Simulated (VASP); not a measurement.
A run of VASP 6.6.1:

The input INCAR:

```
SYSTEM = MgB2
  ALGO = Normal
  EDIFF = 1E-6
  ENCUT = 600
  GGA = PE
  GGA_COMPAT = .FALSE.
  ISIF = 2
  ISMEAR = -1
  LASPH = .TRUE.
  LCHARG = .TRUE.
  LELF = .TRUE.
  LREAL = .FALSE.
  LVHAR = .TRUE.
  LWAVE = .FALSE.
  NBANDS = 11
  NELM = 120
  PREC = Accurate
  SIGMA = 0.05
```

Contents of KPOINTS:

```
k-points
0
G
  5 5 4
  0 0 0
```

POSCAR

```
MgB2
1.0
    3.0850000000      0.0000000000      0.0000000000
   -1.5425000000      2.6716900000      0.0000000000
    0.0000000000      0.0000000000      3.5230000000
Mg B
1 2
Direct
    0.0000000000      0.0000000000      0.0000000000
    0.3333333333      0.6666666667      0.5300000000
    0.6666666667      0.3333333333      0.5000000000
```

Potentials or basis: VASP PAW PBE potentials, release 64 (Mg, B).

Run with:

```sh
$ cat potpaw_PBE.64/Mg/POTCAR potpaw_PBE.64/B/POTCAR > POTCAR
$ mpirun -np 1 vasp_std > vasp.out
```

Hardware: 1 thread of Intel Xeon 6975P-C, on a shared host.

Task: How long does it take, and how much memory?

Result: Run time: 9.6 s on 1 thread of Intel Xeon 6975P-C, with other jobs on the host, peak memory 0.16 GiB. Counts: scf iterations 13, k points 17.
